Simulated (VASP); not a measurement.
# SrO (Fm-3m) in VASP: single point with r2SCAN

Aim: the single point of SrO with r2SCAN.

Everything below comes from runs of VASP 6.6.1. Logs are shortened: lines on timing, memory, paths and dates and some standing lists are left out, and cuts for length are marked.

**1. The cell of the first run**

Symmetry: Fm-3m, No. 225, cubic system. Conventional cell: a = 5.133 Å, b = 5.133 Å, c = 5.133 Å, α = 90.00°, β = 90.00°, γ = 90.00°. Sr (site symmetry m-3m) has 6 O at 2.57 Å within 3.4 Å. Within 3.4 Å of O (site symmetry m-3m) lie 6 Sr at 2.57 Å.

**2. Single point, r2SCAN**

POSCAR reads:

```
SrO
1.0
    0.0000000000      2.5663000000      2.5663000000
    2.5663000000      0.0000000000      2.5663000000
    2.5663000000      2.5663000000      0.0000000000
Sr O
1 1
Direct
    0.5000000000      0.5000000000      0.5000000000
    0.0000000000      0.0000000000      0.0000000000
```

INCAR.step1 reads:

```
SYSTEM = SrO
PREC = Accurate ; ENCUT = 660
ISMEAR = 0 ; SIGMA = 0.01
LREAL = .FALSE. ; LASPH = .TRUE.
NELM = 120 ; NBANDS = 15
GGA = PE ; ALGO = Normal
EDIFF = 1E-5 ; LWAVE = .TRUE.
LCHARG = .FALSE. ; GGA_COMPAT = .FALSE.
```

INCAR.step2 reads:

```
SYSTEM = SrO
PREC = Accurate ; ENCUT = 660
EDIFF = 1E-6 ; ISMEAR = 0
SIGMA = 0.01 ; LREAL = .FALSE.
LASPH = .TRUE. ; NELM = 120
ALGO = Normal ; ISIF = 2
LWAVE = .FALSE. ; LCHARG = .TRUE.
METAGGA = R2SCAN ; LMIXTAU = .TRUE.
LELF = .TRUE. ; LVHAR = .TRUE.
NBANDS = 15 ; ISTART = 1
GGA_COMPAT = .FALSE.
```

KPOINTS reads:

```
regular mesh
0
G
  7 7 7
  0 0 0
```

Potentials or basis: VASP PAW PBE potentials, release 64 (Sr_sv, O).

On the command line:

```
$ cat potpaw_PBE.64/Sr_sv/POTCAR potpaw_PBE.64/O/POTCAR > POTCAR
$ cp INCAR.step1 INCAR
$ mpirun -np 1 vasp_std > vasp.out
$ cp INCAR.step2 INCAR
$ mpirun -np 1 vasp_std > vasp.out
```

OUTCAR:

```text
SYSTEM = SrO
   PREC = Accurate
   ENCUT = 660
   EDIFF = 1E-6
   ISMEAR = 0
   LREAL = .FALSE.
   LASPH = .TRUE.
   NELM = 120
   ISIF = 2
   METAGGA = R2SCAN
   ISTART = 1

 ion  position               nearest neighbor table
   1  0.500  0.500  0.500-   2 2.57   2 2.57   2 2.57   2 2.57   2 2.57   2 2.57
   2  0.000  0.000  0.000-   1 2.57   1 2.57   1 2.57   1 2.57   1 2.57   1 2.57

  LATTYP: Found a face centered cubic cell.
 ALAT       =     5.1326000000

  Lattice vectors:

 A1 = (   0.0000000000,   2.5663000000,   2.5663000000)
 A2 = (   2.5663000000,   0.0000000000,   2.5663000000)
 A3 = (   2.5663000000,   2.5663000000,   0.0000000000)

Analysis of symmetry for initial positions (statically):
[... 33 lines left out ...]
                                     Primitive cell

  volume of cell :      33.8028

  direct lattice vectors                    reciprocal lattice vectors
     0.000000000  2.566300000  2.566300000    -0.194833028  0.194833028  0.194833028
     2.566300000  0.000000000  2.566300000     0.194833028 -0.194833028  0.194833028
     2.566300000  2.566300000  0.000000000     0.194833028  0.194833028 -0.194833028

  length of vectors
     3.629296265  3.629296265  3.629296265     0.337460704  0.337460704  0.337460704

  position of ions in fractional coordinates (direct lattice)
[... 8 lines left out ...]
----------------------------------------------------------------------------------------

 KPOINTS: regular mesh

Automatic generation of k-mesh.
 Grid dimensions read from file:
 generate k-points for:    7    7    7

 Generating k-lattice:

  Cartesian coordinates                     Fractional coordinates (reciprocal lattice)
    -0.027833290  0.027833290  0.027833290     0.142857143  0.000000000  0.000000000
     0.027833290 -0.027833290  0.027833290     0.000000000  0.142857143  0.000000000
     0.027833290  0.027833290 -0.027833290     0.000000000  0.000000000  0.142857143

  Length of vectors
     0.048208672  0.048208672  0.048208672

  Shift w.r.t. Gamma in fractional coordinates (k-lattice)
     0.000000000  0.000000000  0.000000000

 Subroutine IBZKPT returns following result:
 ===========================================

 Found     20 irreducible k-points:

 Following reciprocal coordinates:
            Coordinates               Weight
  0.000000  0.000000  0.000000      1.000000
  0.142857  0.000000  0.000000      8.000000
  0.285714  0.000000  0.000000      8.000000
  0.428571  0.000000  0.000000      8.000000
  0.142857  0.142857  0.000000      6.000000
  0.285714  0.142857  0.000000     24.000000
[... 12 lines left out ...]
 -0.428571  0.428571  0.142857     24.000000
 -0.285714  0.428571  0.142857     24.000000
   k-points           NKPTS =     20   k-points in BZ     NKDIM =     20   number of bands    NBANDS=     15
   number of dos      NEDOS =    301   number of ions     NIONS =      2
   total plane-waves  NPLWV =  27000
   dimension x,y,z NGX =    30 NGY =   30 NGZ =   30
   dimension x,y,z NGXF=    60 NGYF=   60 NGZF=   60
   ions per type =               1   1
   NGX,Y,Z   is equivalent  to a cutoff of  13.74, 13.74, 13.74 a.u.
   NGXF,Y,Z  is equivalent  to a cutoff of  27.48, 27.48, 27.48 a.u.
 SYSTEM =  SrO
   PREC   = accura    normal or accurate (medium, high low for compatibility)
   ISTART =      1    job   : 0-new  1-cont  2-samecut
   ICHARG =      0    charge: 1-file 2-atom 10-const
   ISPIN  =      1    spin polarized calculation?
   LNONCOLLINEAR =      F non collinear calculations
   LSORBIT =      F    spin-orbit coupling
   LASPH  =      T    aspherical Exc in radial PAW
   ENCUT  =  660.0 eV  48.51 Ry    6.96 a.u.   7.60  7.60  7.60*2*pi/ulx,y,z
   NELM   =    120;   NELMIN=  2; NELMDL=  0     # of ELM steps
   EDIFF  = 0.1E-05   stopping-criterion for ELM
   LREAL  =      F    real-space projection
   EDIFFG = 0.1E-04   stopping-criterion for IOM
   NSW    =      0    number of steps for IOM
   IBRION =     -1    ionic relax: 0-MD 1-quasi-New 2-CG
   NFREE  =      0    steps in history (QN), initial steepest desc. (CG)
   ISIF   =      2    stress and relaxation
   ISYM   =      2    0-nonsym 1-usesym 2-fastsym
   POTIM  = 0.5000    time-step for ionic-motion
   TEBEG  =    0.0;   TEEND  =   0.0 temperature during run
   PSTRESS=    0.0 pullay stress
   NELECT =      16.0000    total number of electrons
   NUPDOWN=      -1.0000    fix difference up-down
   EMIN   =  10.00;   EMAX   =-10.00  energy-range for DOS
   EFERMI =   0.00;   METHOD = LEGACY
   ISMEAR =     0;   SIGMA  =   0.01  broadening in eV -4-tet -1-fermi 0-gaus
   EFERMI_NEDOS =   21; number of points for ismear=-14 and -15
   IALGO  =     38    algorithm
   IMIX   =      4    mixing-type and parameters
     AMIX     =   0.40;   BMIX     =  1.00
     AMIX_MAG =   1.60;   BMIX_MAG =  1.00
  volume/ion in A,a.u.               =      16.90       114.06
  Fermi-wavevector in a.u.,A,eV,Ry     =   1.275843  2.410995 22.147245  1.627777
  Thomas-Fermi vector in A             =   2.408533
   LORBIT       =      0    0 simple, 1 ext, 2 COOP (PROOUT), +10 PAW based schemes
   METAGGA = R2SCAN    functional components
   LHFCALC =     F    Hartree Fock is set to
   AEXX    =    0.0000 exact exchange contribution
   IVDW    =     0    specifies the selected vdW correction
   LEPSILON=     F    determine dielectric tensor
   LRPA    =     F    only Hartree local field effects (RPA)
 non-spin polarized calculation
 Gauss-broadening in eV      SIGMA  =   0.01
  energy-cutoff  :      660.00
  volume of cell :       33.80
 maximum number of plane-waves:      1317
   NGX = 15   NGY = 15   NGZ = 15

 number of electron      15.9999997 magnetization

 Free energy of the ion-electron system (eV)
  ---------------------------------------------------
  ext. energy  EPLUGINS =         0.00000000
  ---------------------------------------------------
  free energy    TOTEN  =       -27.05512759 eV

  energy without entropy =      -27.05512759  energy(sigma->0) =      -27.05512759

 E-fermi :   1.4259     XC(G=0): -10.6135

 val. band max:        1.3651232756   @ k =   0.0000   0.0000   0.0000
 cond. band min:       5.2060503454   @ k =   0.4286   0.4286   0.0000
 fundamental gap:      3.8409270698
 Fermi energy:         1.4258709521

 k-point     1 :       0.0000    0.0000    0.0000
  band No.  band energies     occupation
      1     -32.0849      2.00000
      2     -14.6685      2.00000
      3     -13.1024      2.00000
      4     -13.1024      2.00000
      5     -13.1024      2.00000
      6       1.3651      2.00000
      7       1.3651      2.00000
      8       1.3651      2.00000
      9       6.0683      0.00000
     10       8.1575      0.00000
     11       8.1575      0.00000
     12       8.1575      0.00000
     13      10.4910      0.00000
     14      10.4910      0.00000
     15      14.6978      0.00000

 k-point     2 :       0.1429    0.0000    0.0000
  band No.  band energies     occupation
      1     -32.0584      2.00000
      2     -15.0306      2.00000
      3     -13.1172      2.00000
      4     -13.1172      2.00000
      5     -12.8051      2.00000
      6       0.8298      2.00000
      7       1.1159      2.00000
      8       1.1159      2.00000
      9       6.9391      0.00000
     10       7.9688      0.00000
     11       8.5648      0.00000
     12       8.5648      0.00000
     13      11.0282      0.00000
     14      11.0282      0.00000
     15      16.0037      0.00000

 k-point     3 :       0.2857    0.0000    0.0000
  band No.  band energies     occupation
      1     -31.9980      2.00000
      2     -15.6148      2.00000
      3     -13.1502      2.00000
      4     -13.1502      2.00000
      5     -12.3674      2.00000
      6      -0.0859      2.00000
      7       0.6214      2.00000
      8       0.6214      2.00000
      9       7.9932      0.00000
     10       8.7666      0.00000
     11       9.6289      0.00000
     12       9.6289      0.00000
     13      12.3159      0.00000
     14      12.3159      0.00000
     15      18.1143      0.00000

 k-point     4 :       0.4286    0.0000    0.0000
  band No.  band energies     occupation
      1     -31.9488      2.00000
      2     -15.9874      2.00000
      3     -13.1761      2.00000
      4     -13.1761      2.00000
      5     -12.1125      2.00000
      6      -0.6810      2.00000
      7       0.2731      2.00000
      8       0.2731      2.00000
      9       8.4099      0.00000
     10      10.2661      0.00000
     11      10.7034      0.00000
     12      10.7034      0.00000
     13      13.7614      0.00000
     14      13.7614      0.00000
     15      17.4586      0.00000

 k-point     5 :       0.1429    0.1429    0.0000
  band No.  band energies     occupation
      1     -32.0498      2.00000
      2     -15.0524      2.00000
      3     -13.1725      2.00000
      4     -13.1725      2.00000
      5     -12.7413      2.00000
      6       0.4837      2.00000
      7       1.2824      2.00000
      8       1.2824      2.00000
      9       6.9973      0.00000
     10       7.2783      0.00000
     11       9.0254      0.00000
     12       9.0254      0.00000
     13      10.7731      0.00000
     14      11.5412      0.00000
     15      16.3874      0.00000

 k-point     6 :       0.2857    0.1429    0.0000
  band No.  band energies     occupation
      1     -32.0012      2.00000
      2     -15.4154      2.00000
      3     -13.2306      2.00000
      4     -13.2120      2.00000
      5     -12.5407      2.00000
      6       0.0087      2.00000
      7       0.9074      2.00000
      8       1.0237      2.00000
      9       7.0189      0.00000
     10       8.2092      0.00000
     11       9.9174      0.00000
     12      10.0649      0.00000
     13      11.5669      0.00000
     14      12.5193      0.00000
     15      18.3660      0.00000

 k-point     7 :       0.4286    0.1429    0.0000
  band No.  band energies     occupation
      1     -31.9485      2.00000
      2     -15.7742      2.00000
      3     -13.2783      2.00000
      4     -13.2483      2.00000
      5     -12.3559      2.00000
      6      -0.2947      2.00000
      7       0.4283      2.00000
      8       0.5916      2.00000
      9       7.6430      0.00000
     10       9.3810      0.00000
     11      11.0260      0.00000
[... 154 lines left out ...]
      4     -13.4329      2.00000
      5     -13.1809      2.00000
      6       0.9293      2.00000
      7       0.9357      2.00000
      8       1.0924      2.00000
      9       5.6660      0.00000
     10      10.3215      0.00000
     11      11.0326      0.00000
     12      12.6643      0.00000
     13      12.7946      0.00000
     14      14.7972      0.00000
     15      15.8163      0.00000

 k-point    17 :       0.4286    0.2857    0.1429
  band No.  band energies     occupation
      1     -31.9569      2.00000
      2     -15.5384      2.00000
      3     -13.4278      2.00000
      4     -13.2486      2.00000
      5     -12.5365      2.00000
      6      -0.0659      2.00000
      7       0.5865      2.00000
      8       1.0593      2.00000
      9       6.9008      0.00000
     10       9.0021      0.00000
     11      10.7463      0.00000
     12      10.8455      0.00000
     13      12.5680      0.00000
     14      13.4176      0.00000
     15      17.9262      0.00000

 k-point    18 :      -0.4286    0.2857    0.1429
  band No.  band energies     occupation
      1     -31.9209      2.00000
      2     -15.6245      2.00000
      3     -13.5423      2.00000
      4     -13.3713      2.00000
      5     -12.4951      2.00000
      6      -0.0580      2.00000
      7       0.4946      2.00000
      8       0.7980      2.00000
      9       7.7167      0.00000
     10       8.9589      0.00000
     11      11.1427      0.00000
     12      11.6358      0.00000
     13      13.5263      0.00000
     14      15.0816      0.00000
     15      16.0289      0.00000

 k-point    19 :      -0.4286    0.4286    0.1429
  band No.  band energies     occupation
      1     -31.9070      2.00000
      2     -15.2092      2.00000
      3     -13.7639      2.00000
      4     -13.5657      2.00000
      5     -12.8722      2.00000
      6       0.5473      2.00000
      7       0.7963      2.00000
      8       1.0768      2.00000
      9       6.2612      0.00000
     10       9.8328      0.00000
     11      10.7144      0.00000
     12      12.7858      0.00000
     13      12.9283      0.00000
     14      14.9143      0.00000
     15      16.0718      0.00000

 k-point    20 :      -0.2857    0.4286    0.1429
  band No.  band energies     occupation
      1     -31.9024      2.00000
      2     -15.3350      2.00000
      3     -13.8137      2.00000
      4     -13.5694      2.00000
      5     -12.6457      2.00000
      6       0.2187      2.00000
      7       0.8246      2.00000
      8       0.9173      2.00000
      9       7.4760      0.00000
     10       8.6480      0.00000
     11      10.8597      0.00000
     12      12.6570      0.00000
     13      13.4793      0.00000
     14      15.2911      0.00000
     15      16.8181      0.00000

------------------------ aborting loop because EDIFF is reached ----------------------------------------

  FORCE on cell =-STRESS in cart. coord.  units (eV):
  Direction    XX          YY          ZZ          XY          YZ          ZX
  --------------------------------------------------------------------------------------
  -------------------------------------------------------------------------------------
  Total        0.4192058      0.4192058      0.4192058      0.0000000      0.0000000      0.0000000
  in kB       19.8694370     19.8694370     19.8694370      0.0000000      0.0000000      0.0000000
  external PRESSURE =      19.8694370 kB  Pullay stress =       0.0000000 kB

 VOLUME and BASIS-vectors are now :
 -----------------------------------------------------------------------------
  energy-cutoff  :      660.00
  volume of cell :       33.80
      direct lattice vectors                 reciprocal lattice vectors
     0.000000000  2.566300000  2.566300000    -0.194833028  0.194833028  0.194833028
     2.566300000  0.000000000  2.566300000     0.194833028 -0.194833028  0.194833028
     2.566300000  2.566300000  0.000000000     0.194833028  0.194833028 -0.194833028

 POSITION                                       TOTAL-FORCE (eV/Angst)
 -----------------------------------------------------------------------------------
      2.56630      2.56630      2.56630        -0.000000      0.000000      0.000000
      0.00000      0.00000      0.00000         0.000000     -0.000000      0.000000
 -----------------------------------------------------------------------------------
    total drift:                               -0.000000      0.000000      0.000000

  FREE ENERGIE OF THE ION-ELECTRON SYSTEM (eV)
  ---------------------------------------------------
  free  energy   TOTEN  =       -27.0551275915 eV

  energy  without entropy=      -27.0551275915  energy(sigma->0) =      -27.05512759
```

It took 64 s on 1 thread of Intel Xeon Platinum 8259CL at 2.50GHz (Skylake/Cascade Lake), shared host; peak memory 0.17 GiB.

Results:

```
Free energy            : -27.0551 eV
Pressure               : 2.0 GPa
Band gap on the k mesh : 3.84 eV, indirect (least direct gap 3.94 eV)
```

Caveat: the PAW data sets were made with another functional, which shifts forces and pressure a little. A k mesh can miss the band edges.
